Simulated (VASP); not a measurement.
# TePb (zincblende type) (F-43m) in VASP: notebook, part 2 of 2

VASP 6.6.1.

**4. Single point, PBE (43.43 Å³/atom)**

This run uses another cell than the first one, of 43.43 Å³/atom.

The input, INCAR:

```
PREC     = Accurate       # precision mode
ENCUT    = 520            # plane-wave cutoff, eV
EDIFF    = 1E-6           # SCF threshold, eV
ISMEAR   = -1             # smearing method
SIGMA    = 0.05           # smearing width, eV
LREAL    = False          # projectors in reciprocal space
LASPH    = True           # aspherical terms in the spheres
NELM     = 80             # most SCF steps
ALGO     = Normal         # electronic algorithm
ISIF     = 2              # what is computed and relaxed
LWAVE    = False          # write WAVECAR
LCHARG   = True           # write CHGCAR
GGA      = PE             # functional
LELF     = True           # ELF
LVHAR    = True         
NBANDS   = 17             # bands
```

The input, KPOINTS:

```
regular mesh
0
Gamma
  12 12 12
```

The input, POSCAR:

```
TePb
1.0
    0.0000000000      3.5149100954      3.5149100954
    3.5149100954      0.0000000000      3.5149100954
    3.5149100954      3.5149100954      0.0000000000
Pb Te
1 1
Direct
    0.0000000000      0.0000000000      0.0000000000
    0.2500000000      0.2500000000      0.2500000000
```

Potentials or basis: VASP PAW PBE potentials, release 64 (Pb_d, Te).

Launch:

```bash
cat potpaw_PBE.64/Pb_d/POTCAR potpaw_PBE.64/Te/POTCAR > POTCAR
mpirun -np 1 vasp_std > vasp.out
```

OUTCAR:

```text
PREC = Accurate
   ENCUT = 520
   EDIFF = 1E-6
   ISMEAR = -1
   LREAL = False
   LASPH = True
   NELM = 80
   ISIF = 2
   GGA = PE

 ion  position               nearest neighbor table
   1  0.000  0.000  0.000-   2 3.04   2 3.04   2 3.04   2 3.04
   2  0.250  0.250  0.250-   1 3.04   1 3.04   1 3.04   1 3.04

  LATTYP: Found a face centered cubic cell.
 ALAT       =     7.0298201908

  Lattice vectors:

 A1 = (   0.0000000000,   3.5149100954,   3.5149100954)
 A2 = (   3.5149100954,   0.0000000000,   3.5149100954)
 A3 = (   3.5149100954,   3.5149100954,   0.0000000000)

Analysis of symmetry for initial positions (statically):
=====================================================================
 Subroutine PRICEL returns:
 Original cell was already a primitive cell.

 Routine SETGRP: Setting up the symmetry group for a
 face centered cubic supercell.

 Subroutine GETGRP returns: Found 24 space group operations
 (whereof 24 operations were pure point group operations)
 out of a pool of 48 trial point group operations.

The static configuration has the point symmetry T_d .

[... 158 lines left out ...]
  energy without entropy =       -7.01153741  energy(sigma->0) =       -7.01165065

 E-fermi :   4.0069     XC(G=0):  -7.8840

 val. band max:        3.8471080208   @ k =  -0.2500   0.5000   0.2500
 cond. band min:       4.1567038422   @ k =   0.5000   0.5000   0.0000
 fundamental gap:      0.3095958213
 Fermi energy:         4.0068881009

 k-point     1 :       0.0000    0.0000    0.0000
  band No.  band energies     occupation
      1     -13.2490      2.00000
      2     -13.2490      2.00000
      3     -13.2490      2.00000
      4     -13.2090      2.00000
      5     -13.2090      2.00000
      6      -8.2476      2.00000
[... 457 lines left out ...]
      4     -13.2090      2.00000
      5     -13.2080      2.00000
      6      -7.2575      2.00000
[... 9 lines left out ...]
     16      10.6931      0.00000
     17      11.8550      0.00000

 [... further k-points ...]

------------------------ aborting loop because EDIFF is reached ----------------------------------------

  FORCE on cell =-STRESS in cart. coord.  units (eV):
  Direction    XX          YY          ZZ          XY          YZ          ZX
  --------------------------------------------------------------------------------------
  -------------------------------------------------------------------------------------
  Total        2.1888099      2.1888099      2.1888099     -0.0000000      0.0000000      0.0000000
  in kB       40.3781079     40.3781079     40.3781079     -0.0000000      0.0000000      0.0000000
  external PRESSURE =      40.3781079 kB  Pullay stress =       0.0000000 kB

 VOLUME and BASIS-vectors are now :
 -----------------------------------------------------------------------------
  energy-cutoff  :      520.00
  volume of cell :       86.85
      direct lattice vectors                 reciprocal lattice vectors
     0.000000000  3.514910095  3.514910095    -0.142251149  0.142251149  0.142251149
     3.514910095  0.000000000  3.514910095     0.142251149 -0.142251149  0.142251149
     3.514910095  3.514910095  0.000000000     0.142251149  0.142251149 -0.142251149

 POSITION                                       TOTAL-FORCE (eV/Angst)
 -----------------------------------------------------------------------------------
      0.00000      0.00000      0.00000        -0.000000     -0.000000     -0.000000
      1.75746      1.75746      1.75746         0.000000      0.000000      0.000000
 -----------------------------------------------------------------------------------
    total drift:                                0.000000      0.000000      0.000000

  FREE ENERGIE OF THE ION-ELECTRON SYSTEM (eV)
  ---------------------------------------------------
  free  energy   TOTEN  =        -7.0117638975 eV

  energy  without entropy=       -7.0115374079  energy(sigma->0) =       -7.01165065
```

OSZICAR:

```text
N       E                     dE             d eps       ncg     rms          rms(c)
DAV:   1     0.155099561517E+03    0.15510E+03   -0.87988E+03  2448   0.106E+03
DAV:   2     0.446468818210E+01   -0.15063E+03   -0.14650E+03  2548   0.280E+02
DAV:   3    -0.684420000966E+01   -0.11309E+02   -0.11236E+02  3220   0.856E+01
DAV:   4    -0.716973181094E+01   -0.32553E+00   -0.32540E+00  3051   0.178E+01
DAV:   5    -0.718247273361E+01   -0.12741E-01   -0.12741E-01  3306   0.302E+00    0.435E+00
DAV:   6    -0.701659570736E+01    0.16588E+00   -0.36174E-01  3446   0.349E+00    0.274E+00
DAV:   7    -0.700831665903E+01    0.82790E-02   -0.11840E-01  2697   0.139E+00    0.106E+00
DAV:   8    -0.701081340537E+01   -0.24967E-02   -0.13312E-02  2754   0.948E-01    0.256E-01
DAV:   9    -0.701141286020E+01   -0.59945E-03   -0.19806E-03  2709   0.361E-01    0.676E-02
DAV:  10    -0.701165126481E+01   -0.23840E-03   -0.47275E-04  2779   0.132E-01    0.356E-02
DAV:  11    -0.701176491424E+01   -0.11365E-03   -0.24608E-04  2542   0.846E-02    0.434E-02
DAV:  12    -0.701176378056E+01    0.11337E-05   -0.71575E-06  3154   0.146E-02    0.271E-02
DAV:  13    -0.701176389751E+01   -0.11695E-06   -0.22033E-06  2528   0.686E-03
   1 F= -.70117639E+01 E0= -.70116507E+01  d E =-.226490E-03
```

stdout:

```text
POSCAR found type information on POSCAR PbTe
 POSCAR found :  2 types and       2 ions
 scaLAPACK will be used
 LDA part: xc-table for (Slater+PW92), standard interpolation
 POSCAR, INCAR and KPOINTS ok, starting setup
 FFT: planning ... GRIDC
 FFT: planning ... GRID_SOFT
 FFT: planning ... GRID
 WAVECAR not read
 entering main loop
```

Run time: 2.4 min. Hardware: 1 thread of Intel Xeon 8259CL, shared host; peak memory 0.31 GiB.

Results:

* Free energy: -7.0118 eV
* Pressure: 4.0 GPa
* Band gap on the k mesh: 0.31 eV (least direct gap 1.09 eV)

Caveat: the cell stands under pressure; spin-orbit coupling is left out, which moves the levels of the heavy elements. A k mesh can miss the band edges.

**5. Single point, PBE (43.43 Å³/atom)**

This run uses another cell than the first one, of 43.43 Å³/atom.

The input, INCAR:

```
SYSTEM = TePb
PREC = Accurate
ENCUT = 520
EDIFF = 1E-6
ISMEAR = -1
SIGMA = 0.05
LREAL = .False.
LASPH = .True.
NELM = 60
ALGO = Normal
ISIF = 2
LWAVE = .False.
LCHARG = .False.
GGA = PE
NBANDS = 17
```

The input, KPOINTS:

```
Automatic mesh
0
Gamma
  12 12 12
  0 0 0
```

POSCAR is that of step 4.

Launch:

```bash
cat potpaw_PBE.64/Pb_d/POTCAR potpaw_PBE.64/Te/POTCAR > POTCAR
mpirun -np 1 vasp_std > vasp.out
```

Wall time 2.3 min (1 thread of Intel Xeon 8259CL, shared host); peak memory 0.31 GiB.

Results (log left out):

* Free energy: -7.0118 eV
* Pressure: 4.0 GPa
* Band gap on the k mesh: 0.31 eV (least direct gap 1.09 eV)

Levels at points of the mesh, in eV from the valence-band top:
| k point | band 6 | band 7 | band 8 | band 9 | band 10 | band 11 | band 12 | band 13 | band 14 | band 15 |
| --- | --- | --- | --- | --- | --- | --- | --- | --- | --- | --- |
| (0.00, 0.00, 0.00) | -12.09 | -6.00 | -1.78 | -1.78 | -1.78 | 1.35 | 1.35 | 1.35 | 3.96 | 7.00 |
| (0.50, 0.00, 0.00) | -11.22 | -8.15 | -2.43 | -2.43 | -2.23 | 2.23 | 2.23 | 4.04 | 5.63 | 6.99 |
| (0.50, 0.50, 0.00) | -10.76 | -8.76 | -3.21 | -3.21 | -0.78 | 0.31 | 4.72 | 4.72 | 5.68 | 7.32 |

Caveat: the cell stands under pressure; spin-orbit coupling is left out, which moves the levels of the heavy elements. A k mesh can miss the band edges.

**6. Overview**

| cell | gap on the mesh (eV) | pressure (GPa) |
| --- | --- | --- |
| a = 4.561 Å, angles 60.0°, 2 atoms | none | 20.4 |
| a = 4.775 Å, angles 60.0°, 2 atoms | none | 10.1 |
| a = 4.971 Å, angles 60.0°, 2 atoms | 0.31 | 4.0 |

Alike in all rows: task single point; level PBE; potentials or basis VASP PAW PBE potentials, release 64 (Pb_d, Te); no spin polarisation; k mesh 12 × 12 × 12; cutoff (eV) 520; smearing fermi-dirac 0.05 eV.

Caveats: the cell stands under pressure; spin-orbit coupling is left out, which moves the levels of the heavy elements; semilocal functionals underestimate gaps, so a narrow gap can read as zero (at least some runs).

Total energies depend on the potentials used, so only differences within one code and one set of settings carry meaning.
